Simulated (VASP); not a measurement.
Wanted: the native input for a VASP 6.6.1 run.

* Task: single point
* Functional: LDA
* Potentials or basis: VASP PAW LDA potentials, release 64 (Ni)
* Cutoff: 520 eV
* k mesh: 6 × 6 × 6
* Occupations: fermi-dirac, width 0.1 eV
* Spin: no spin polarisation
* Dipole correction: no
* Further INCAR settings: ALGO = Normal; EDIFF = 1e-06; NBANDS = 50

The structure of Ni lies in POSCAR:

```
Ni
1.0
    4.3411701780      0.0000000000      0.0000000000
    0.0000000000      4.3411701780      0.0000000000
    0.0000000000      0.0000000000      4.3411701780
Ni
8
Direct
    0.0000000000      1.0000000000      0.0000000000
    0.5000000000      0.5000000000      0.5000000000
    0.2500000000      0.0000000000      0.5000000000
    0.7500000000      0.0000000000      0.5000000000
    0.5000000000      0.2500000000      1.0000000000
    0.5000000000      0.7500000000      1.0000000000
    1.0000000000      0.5000000000      0.2500000000
    1.0000000000      0.5000000000      0.7500000000
```

The input as run:

INCAR

```
SYSTEM = Ni
PREC     = Accurate       ! precision mode
ENCUT    = 520            ! plane-wave cutoff, eV
EDIFF    = 1E-6           ! SCF threshold, eV
ISMEAR   = -1             ! smearing method
SIGMA    = 0.1            ! smearing width, eV
LREAL    = .False.        ! projectors in reciprocal space
LASPH    = .True.         ! aspherical terms in the spheres
NELM     = 60             ! most SCF steps
ALGO     = Normal         ! electronic algorithm
ISIF     = 2              ! what is computed and relaxed
LWAVE    = .False.        ! write WAVECAR
LCHARG   = .False.        ! write CHGCAR
GGA      = CA             ! functional
NBANDS   = 50             ! bands
```

KPOINTS

```
regular mesh
0
Gamma
  6 6 6
  0 0 0
```

Potentials or basis: VASP PAW LDA potentials, release 64 (Ni).

The run is started by

```sh
$ cat potpaw_LDA.64/Ni/POTCAR > POTCAR
$ mpirun -np 1 vasp_std > vasp.out
```

Results of the run:

| Quantity | Value |
| --- | --- |
| Pressure | -0.1 GPa |
| Band gap on the k mesh | zero (bands 40 and 41 overlap by 0.16 eV) |

Caveat: the run has no spin polarisation, though such a crystal can be magnetic.

Wall time 50 s on 1 thread of Intel(R) Xeon(R) Platinum 8488C (Sapphire Rapids), on a shared host, peak memory 0.18 GiB.
